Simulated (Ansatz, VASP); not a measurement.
One calculation of Te6Mo3H, two programs

The input INCAR:

```
ALGO     = Normal         # electronic algorithm
EDIFF    = 1E-6           # SCF threshold, eV
ENCUT    = 400            # plane-wave cutoff, eV
GGA      = PS             # functional
GGA_COMPAT= F            
ISIF     = 2              # what is computed and relaxed
ISMEAR   = 0              # smearing method
IVDW     = 12             # dispersion correction
LASPH    = T              # aspherical terms in the spheres
LCHARG   = F              # write CHGCAR
LREAL    = F              # projectors in reciprocal space
LWAVE    = F              # write WAVECAR
NBANDS   = 50             # bands
NELM     = 120            # most SCF steps
PREC     = Accurate       # precision mode
SIGMA    = 0.05           # smearing width, eV
```

KPOINTS

```
k-points
0
Gamma
  9 9 2
```

File POSCAR:

```
Te6Mo3H
1.0
    3.4334342720      0.0000000000      0.0000000000
   -1.7167171360      2.9734413017      0.0000000000
    0.0000000000      0.0000000000     20.7704294686
Te Mo H
6 3 1
Direct
    0.0000000000      0.0000000000      0.9125759363
    0.3333333333      0.6666666667      0.5917818730
    0.3333333333      0.6666666667      0.2333053354
    0.3333333333      0.6666666667      0.7666946646
    0.3333333333      0.6666666667      0.4082181270
    0.0000000000      0.0000000000      0.0874240637
    0.0000000000      0.0000000000      0.6791511892
    0.0000000000      0.0000000000      0.3208488108
    0.3333333333      0.6666666667      0.0000000000
    0.2810235033      0.2238450850      0.1690103014
```

Input for Ansatz:

```yaml
crystal:
  lattice:
    - [3.433434272, 0.0, 0.0]
    - [-1.716717136, 2.9734413017, 0.0]
    - [0.0, 0.0, 20.7704294686]
  atoms:
    - { symbol: Te, position: [0.0, 0.0, 0.9125759363] }
    - { symbol: Te, position: [0.3333333333, 0.6666666667, 0.591781873] }
    - { symbol: Te, position: [0.3333333333, 0.6666666667, 0.2333053354] }
    - { symbol: Te, position: [0.3333333333, 0.6666666667, 0.7666946646] }
    - { symbol: Te, position: [0.3333333333, 0.6666666667, 0.408218127] }
    - { symbol: Te, position: [0.0, 0.0, 0.0874240637] }
    - { symbol: Mo, position: [0.0, 0.0, 0.6791511892] }
    - { symbol: Mo, position: [0.0, 0.0, 0.3208488108] }
    - { symbol: Mo, position: [0.3333333333, 0.6666666667, 0.0] }
    - { symbol: H, position: [0.2810235033, 0.223845085, 0.1690103014] }
basis:
  ecutwfc: 420
kpoints:
  mp_grid: { grid: [9, 9, 2] }
hamiltonian:
  xc: pbesol
  pseudopotentials: { kind: paw, azcp: { folder: soft_1 } }
  dispersion: d3bj
scf:
  occupations: { method: gaussian, width: 0.05 }
output:
  forces: true
  stress: true
  eigenvalues: true
  write_density: true
  write_potential: true
  elf: true
  volumetric_format: npy
```

Alike in both runs: task single point; functional PBEsol; dispersion D3(BJ); k mesh 9 × 9 × 2; occupations gaussian, width 0.05 eV; no spin polarisation.

|  | VASP | Ansatz |
| --- | --- | --- |
| version | VASP 6.6.1 | Ansatz 0.2.0 |
| potentials or method | VASP PAW PBE potentials, release 64 (Te, Mo_sv, H), cutoff 400 eV | scalar-relativistic, plane waves, PAW |
| valence electrons in the cell | 79 | 139 |

|  | VASP | Ansatz | Ansatz less VASP |
| --- | --- | --- | --- |
| gap on the k mesh at the Fermi level (eV) | none | none | - |
| pressure (GPa) | 1.0 | 1.1 | +0.08 |
| traceless stress, the component that is largest in VASP (GPa) | 0.83 | 0.82 | -0.018 |
| rms of the force components (eV/Å) | 0.182 | 0.180 | -0.0022 |

VASP's potentials were made for PBE, not for PBEsol, and Ansatz warns of the same on its side. Atom by atom the forces differ by 0.013 eV/Å (rms over components). A gap of «none» marks a metal or a gap that the smearing closes. VASP's potentials hold 79 valence electrons a cell and Ansatz's 139, so a difference there can come from the potentials and not from the codes.

Neither program's run includes spin-orbit coupling.
